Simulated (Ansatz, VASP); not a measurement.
**Two plane-wave programs on Nb**

The input INCAR:

```
PREC = Accurate
ENCUT = 500
EDIFF = 1E-6
ISMEAR = 0
SIGMA = 0.1
LREAL = F
LASPH = T
NELM = 120
ALGO = Normal
ISIF = 2
LWAVE = F
LCHARG = F
GGA = PS
NBANDS = 12
GGA_COMPAT = F
```

The input KPOINTS:

```
Automatic mesh
0
Gamma
  6 6 6
```

POSCAR

```
Nb
1.0
    0.0000000000      2.0851646367      2.0851646367
    2.0851646367      0.0000000000      2.0851646367
    2.0851646367      2.0851646367      0.0000000000
Nb
1
Direct
    0.0000000000      0.0000000000      0.0000000000
```

Input for Ansatz:

```yaml
crystal:
  lattice:
    - [0.0, 2.0851646367, 2.0851646367]
    - [2.0851646367, 0.0, 2.0851646367]
    - [2.0851646367, 2.0851646367, 0.0]
  atoms:
    - { symbol: Nb, position: [0.0, 0.0, 0.0] }
basis:
  ecutwfc: 420
kpoints:
  mp_grid: { grid: [6, 6, 6] }
hamiltonian:
  xc: pbesol
  pseudopotentials: { kind: paw, azcp: { folder: soft_1 } }
scf:
  occupations: { method: gaussian, width: 0.1 }
output:
  forces: true
  stress: true
  eigenvalues: true
```

Alike in both runs: task single point; functional PBEsol; k mesh 6 × 6 × 6; occupations gaussian, width 0.1 eV; no spin polarisation.

|  | VASP | Ansatz |
| --- | --- | --- |
| version | VASP 6.6.1 | Ansatz 0.2.0 |
| potentials or method | VASP PAW PBE potentials, release 64 (Nb_sv), cutoff 500 eV | scalar-relativistic, plane waves, PAW |
| valence electrons in the cell | 13 | 13 |

```csv
,VASP,Ansatz,Ansatz less VASP
gap on the k mesh at the Fermi level (eV),none,none,-
pressure (GPa),0.0,0.3,+0.38
```

VASP's potentials were made for PBE, not for PBEsol, and Ansatz warns of the same on its side. A gap of «none» marks a metal or a gap that the smearing closes. With one functional, cell and mesh, what is left measures potentials, basis and numerics.

The k mesh is coarse, so the values compare programs but aren't converged.
